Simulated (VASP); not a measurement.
A run of VASP 6.6.1 is set up as follows.

File INCAR:

```
SYSTEM = Ru
PREC = Accurate
ENCUT = 520
EDIFF = 1E-7
ISMEAR = -1
SIGMA = 0.05
LREAL = .FALSE.
LASPH = .TRUE.
NELM = 80
ALGO = Normal
ISIF = 2
LWAVE = .FALSE.
LCHARG = .TRUE.
GGA = PS
IVDW = 12
LELF = .TRUE.
LVHAR = .TRUE.
NBANDS = 21
```

The input KPOINTS:

```
Automatic mesh
0
G
  11 11 6
  0 0 0
```

The input POSCAR:

```
Ru
1.0
    2.6694416745      0.0000000000      0.0000000000
   -1.3347208373      2.3118043041      0.0000000000
    0.0000000000      0.0000000000      4.2276602495
Ru
2
Direct
    0.6666666667      0.3333333333      0.7500000000
    0.3333333333      0.6666666667      0.2500000000
```

Potentials or basis: VASP PAW PBE potentials, release 64 (Ru_pv).

The run is started by

```console
$ cat potpaw_PBE.64/Ru_pv/POTCAR > POTCAR
$ mpirun -np 1 vasp_std > vasp.out
```

(1) Predict the pressure.

(2) Estimate the dispersion energy per atom.

(3) What does it give for the band gap on the k mesh?

Results:

(1) 0.0 GPa.

(2) -0.619 eV.

(3) zero (bands 14 and 15 overlap by 3.27 eV).

Caveat: the PAW data sets were made with another functional, which shifts forces and pressure a little.
